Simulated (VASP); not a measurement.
Input of a VASP 6.6.1 run:

The input INCAR:

```
ALGO     = Normal         # electronic algorithm
EDIFF    = 1E-7           # SCF threshold, eV
ENCUT    = 520            # plane-wave cutoff, eV
ISIF     = 2              # what is computed and relaxed
ISMEAR   = 0              # smearing method
LASPH    = True           # aspherical terms in the spheres
LCHARG   = False          # write CHGCAR
LREAL    = False          # projectors in reciprocal space
LWAVE    = False          # write WAVECAR
NBANDS   = 14             # bands
NELM     = 100            # most SCF steps
PREC     = Accurate       # precision mode
SIGMA    = 0.02           # smearing width, eV
```

Contents of KPOINTS:

```
k-points
0
Gamma
  5 5 5
```

The input POSCAR:

```
ZrH2
1.0
    3.2301052879      0.0000000000      0.0000000000
    1.6150526440      2.7973532362      0.0000000000
    1.6150526440      0.9324510787      2.6373699236
Zr H
1 2
Direct
    0.0000000000      0.0000000000      0.0000000000
    0.7500000000      0.7500000000      0.7500000000
    0.2500000000      0.2500000000      0.2500000000
```

Potentials or basis: VASP PAW LDA potentials, release 64 (Zr_sv, H).

Launch:

```sh
$ cat potpaw_LDA.64/Zr_sv/POTCAR potpaw_LDA.64/H/POTCAR > POTCAR
$ mpirun -np 1 vasp_std > vasp.out
```

(1) Predict the pressure.

(2) What does it give for the band gap on the k mesh?

Answers

(1) 20.2 GPa.

(2) zero (band 7 reaches 10.37 eV, above the bottom of band 8 at 9.49 eV).

Caveat: the k points lie up to 0.48 Å⁻¹ apart.
